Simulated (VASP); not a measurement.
Set up this calculation in VASP 6.6.1, as the native input.

* Task: density of states
* Functional: PBEsol
* Potentials or basis: VASP PAW PBE potentials, release 64 (Au)
* Cutoff: 520 eV
* k mesh: 18 × 18 × 18
* Occupations: fermi-dirac, width 0.1 eV
* Spin: no spin polarisation
* Dipole correction: no
* k mesh for the DOS: 27 × 27 × 27
* Occupations for the DOS: tetrahedron
* Further INCAR settings: ALGO = Normal; EDIFF = 1e-06; NBANDS = 12

The system is Au.

```
Au
1.0
    -1.47308    1.47308    1.47308
     1.47308   -1.47308    1.47308
     1.47308    1.47308   -1.47308
Au
1
Cartesian
  0.0000 0.0000 0.0000
```

This cell differs from its parent crystal: volume scaled by 0.75.

One way to write it, as run:

POSCAR

```
Au
1.0
   -1.4730820616      1.4730820616      1.4730820616
    1.4730820616     -1.4730820616      1.4730820616
    1.4730820616      1.4730820616     -1.4730820616
Au
1
Direct
    0.0000000000      0.0000000000      0.0000000000
```

INCAR.step1

```
PREC = Accurate
ENCUT = 520
EDIFF = 1E-6
ISMEAR = -1
SIGMA = 0.1
LREAL = False
LASPH = True
NELM = 60
ALGO = Normal
ISIF = 2
LWAVE = False
LCHARG = True
LMAXMIX = 4
GGA = PS
NBANDS = 12
```

KPOINTS.step1

```
Automatic mesh
0
Gamma
  18 18 18
```

INCAR.step2

```
PREC = Accurate
ENCUT = 520
EDIFF = 1E-6
ISMEAR = -5
SIGMA = 0.1
LREAL = False
LASPH = True
NELM = 60
ALGO = Normal
ISIF = 2
LWAVE = False
LCHARG = False
LMAXMIX = 4
GGA = PS
LORBIT = 11
NBANDS = 12
NEDOS = 1001
ICHARG = 11
```

KPOINTS.step2

```
Automatic mesh
0
Gamma
  27 27 27
```

Potentials or basis: VASP PAW PBE potentials, release 64 (Au).

Command:

```bash
$ cat potpaw_PBE.64/Au/POTCAR > POTCAR
$ cp INCAR.step1 INCAR
$ cp KPOINTS.step1 KPOINTS
$ mpirun -np 1 vasp_std > vasp.out
$ cp INCAR.step2 INCAR
$ cp KPOINTS.step2 KPOINTS
$ mpirun -np 1 vasp_std > vasp.out
```

Results of the run:

The valence electrons inside the program's atomic spheres are Au 10.22.

Caveat: spin-orbit coupling is left out, which moves the levels of the heavy elements.

Wall time 71 s on 1 thread of AMD EPYC 7R43 64-Core Processor (Zen 3) (shared host), peak memory 0.21 GiB.
